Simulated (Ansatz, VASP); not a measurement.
**FeSi: VASP beside Ansatz**

```xyz
4
Lattice="3.2637 0.0000 0.0000 0.0000 3.0175 0.0000 0.0000 0.0000 4.6837" Properties=species:S:1:pos:R:3 pbc="T T T"
Fe    0.8159    0.7544    1.6122
Fe    2.4478    2.2632    3.0715
Si    0.8159    0.7544    3.9451
Si    2.4478    2.2632    0.7386
```

Alike in both runs: task single point; functional r2SCAN; k mesh 10 × 11 × 7; no spin polarisation.

|  | VASP | Ansatz |
| --- | --- | --- |
| version | VASP 6.6.1 | Ansatz 0.2.0 |
| potentials or method | VASP PAW PBE potentials, release 64 (Fe, Si), cutoff 520 eV | PAW plane waves |
| occupations | fermi-dirac, width 0.1 eV | fermi-dirac |
| valence electrons in the cell | 24 | 40 |

```csv
,VASP,Ansatz,Ansatz less VASP
pressure (GPa),-6.3,-6.6,-0.31
"traceless stress, the component that is largest in VASP (GPa)",14.75,14.93,+0.182
rms of the force components (eV/Å),0.510,0.513,+0.0035
```

VASP's potentials were made for PBE, not for r2SCAN. Atom by atom the forces differ by 0.008 eV/Å (rms over components). VASP's potentials hold 24 valence electrons a cell and Ansatz's 40, so a difference there can come from the potentials and not from the codes.
